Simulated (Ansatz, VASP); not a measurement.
## Ti in VASP and in Ansatz

The input INCAR:

```
ALGO = Fast
EDIFF = 1E-6
ENCUT = 520
GGA = PS
ISIF = 2
ISMEAR = 0
LASPH = T
LCHARG = F
LREAL = F
LWAVE = F
NBANDS = 19
NELM = 60
PREC = Accurate
SIGMA = 0.15
```

Contents of KPOINTS:

```
k-points
0
Gamma
  18 18 10
```

File POSCAR:

```
Ti
1.0
   -1.6410000000      1.6410000000      1.6410000000
    1.6410000000     -1.6410000000      1.6410000000
    3.2820000000      3.2820000000      0.0000000000
Ti
2
Direct
   -0.0350106191      0.0350106191      0.0000000000
    0.5350106191      0.4649893809      0.5000000000
```

Input for Ansatz:

```yaml
crystal:
  lattice:
    - [-1.641, 1.641, 1.641]
    - [1.641, -1.641, 1.641]
    - [3.282, 3.282, 0.0]
  atoms:
    - { symbol: Ti, position: [-0.0350106191, 0.0350106191, 0.0] }
    - { symbol: Ti, position: [0.5350106191, 0.4649893809, 0.5] }
basis:
  ecutwfc: 420
kpoints:
  mp_grid: { grid: [18, 18, 10] }
hamiltonian:
  xc: pbesol
scf:
  occupations: { method: gaussian, width: 0.15 }
output:
  forces: true
  stress: true
  eigenvalues: true
  write_density: true
  write_potential: true
  elf: true
  volumetric_format: npy
```

Change from the starting cell: mode 1 (-158.0 1/cm) frozen in, largest displacement +0.163 Å.

Alike in both runs: task single point; functional PBEsol; k mesh 18 × 18 × 10; occupations gaussian, width 0.15 eV; no spin polarisation.

|  | VASP | Ansatz |
| --- | --- | --- |
| version | VASP 6.6.1 | Ansatz 0.2.0 |
| potentials or method | VASP PAW PBE potentials, release 64 (Ti_sv), cutoff 520 eV | scalar-relativistic, plane waves, PAW |
| valence electrons in the cell | 24 | 24 |

Ansatz gave:

| Quantity | Value |
| --- | --- |
| gap on the k mesh at the Fermi level (eV) | none |
| pressure (GPa) | -6.5 |
| traceless stress, the component that is largest in VASP (GPa) | -2.29 |
| rms of the force components (eV/Å) | 0.146 |

Problem. What did VASP give for the same quantities?

Solution. gap on the k mesh at the Fermi level (eV): none; pressure (GPa): -6.7; traceless stress, the component that is largest in VASP (GPa): -2.28; rms of the force components (eV/Å): 0.146.

VASP's potentials were made for PBE, not for PBEsol. Atom by atom the forces differ by 0.001 eV/Å (rms over components). A gap of «none» marks a metal or a gap that the smearing closes.
